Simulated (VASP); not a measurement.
The system is Sb.

```
CELL_PARAMETERS angstrom
3.16000 0.00000 0.00000
0.00000 3.16000 0.00000
0.00000 0.00000 3.16000
ATOMIC_POSITIONS crystal
Sb 0.00000 0.00000 0.00000
```

- Program: VASP 6.6.1
- Task: relaxation of cell and atoms
- Functional: PBEsol-based screened hybrid
- Potentials or basis: VASP PAW PBE potentials, release 64 (Sb)
- Cutoff: 600 eV
- k mesh: 4 × 4 × 4
- Occupations: fermi-dirac, width 0.05 eV
- Spin: no spin polarisation

At the start: pressure -7.7 GPa; volume 31.55 Å³/atom.

Where does the relaxation end?

Over 5 steps the energy falls by 118.1 meV/atom and the volume is 27.30 Å³/atom (-13.5 %); space group Pm-3m (No. 221, to 0.05 Å).

Step by step:
```tsv
step	energy change (eV)	largest force (eV/Å)	pressure (GPa)	volume (Å³)
1	0.0000	0.0000	-7.66	31.55
2	-0.0729	0.0000	7.40	25.16
3	-0.1181	0.0000	-0.06	27.30
4	-0.1181	0.0000	0.12	27.22
5	-0.1181	0.0000	-0.05	27.30
```

Final structure:
```
Sb
1.0
     3.01107    0.00000    0.00000
     0.00000    3.01107    0.00000
     0.00000    0.00000    3.01107
Sb
1
Cartesian
  0.0000 0.0000 3.0111
```

Caveat: the k points lie up to 0.52 Å⁻¹ apart in the final cell; the PAW data sets were made with another functional, which shifts forces and pressure a little; the volume moved by -13 % from the deposited cell, more than functionals usually miss.
